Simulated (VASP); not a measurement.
SnO2, 24 atoms in the cell. The typed cell holds 24 atoms: a = 8.036 Å, b = 7.296 Å, c = 7.690 Å, α = 64.80°, β = 55.23°, γ = 59.97°. 

* Program: VASP 6.6.1
* Task: single point
* Functional: PBEsol
* Potentials or basis: VASP PAW PBE potentials, release 64 (Sn_d, O)
* Cutoff: 520 eV
* k mesh: 3 × 3 × 3
* Occupations: fermi-dirac, width 0.3 eV
* Spin: no spin polarisation
* Dipole correction: no
* Further INCAR settings: LREAL = Auto; ALGO = Normal; EDIFF = 1e-06; NBANDS = 122

Potentials or basis: VASP PAW PBE potentials, release 64 (Sn_d, O).

Launch:

```bash
$ cat potpaw_PBE.64/Sn_d/POTCAR potpaw_PBE.64/O/POTCAR > POTCAR
$ mpirun -np 1 vasp_std > vasp.out
```

Hardware: 1 thread of Intel(R) Xeon(R) 6975P-C (Granite Rapids), with other jobs on the host.

Problem. How long does it take, and how much memory?

Solution. Wall time 12 min on 1 thread of Intel(R) Xeon(R) 6975P-C (Granite Rapids) (shared host), peak memory 0.64 GiB. Counts: scf iterations 18, k points 14.
